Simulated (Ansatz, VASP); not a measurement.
# One calculation of Ba, two programs

```
Ba
1.0
     3.97648    0.00000    0.00000
     0.00000    3.97648    0.00000
     0.00000    0.00000    3.91772
Ba
1
Direct
  0.00000 0.00000 0.00000
```

Change from the starting cell: strain +0.015 along x and y, +0.000 along z, atoms carried along.

Alike in both runs: task single point; functional LDA; k mesh 12 × 12 × 12; occupations gaussian, width 0.15 eV; no spin polarisation.

|  | VASP | Ansatz |
| --- | --- | --- |
| version | VASP 6.6.1 | Ansatz 0.2.0 |
| potentials or method | VASP PAW LDA potentials, release 64 (Ba_sv), cutoff 520 eV | scalar-relativistic, plane waves, PAW |
| valence electrons in the cell | 10 | 10 |

VASP gave:

| Item | Value |
| --- | --- |
| gap on the k mesh at the Fermi level (eV) | none |
| pressure (GPa) | -1.2 |
| traceless stress, the component that is largest in VASP (GPa) | 0.26 |

Estimate Ansatz's values.

gap on the k mesh at the Fermi level (eV): none; pressure (GPa): -1.3; traceless stress, the component that is largest in VASP (GPa): 0.25.

LDA's correlation is that of Perdew and Zunger in VASP and of Perdew and Wang (1992) in Ansatz. A gap of «none» marks a metal or a gap that the smearing closes.

Spin-orbit coupling is off throughout.
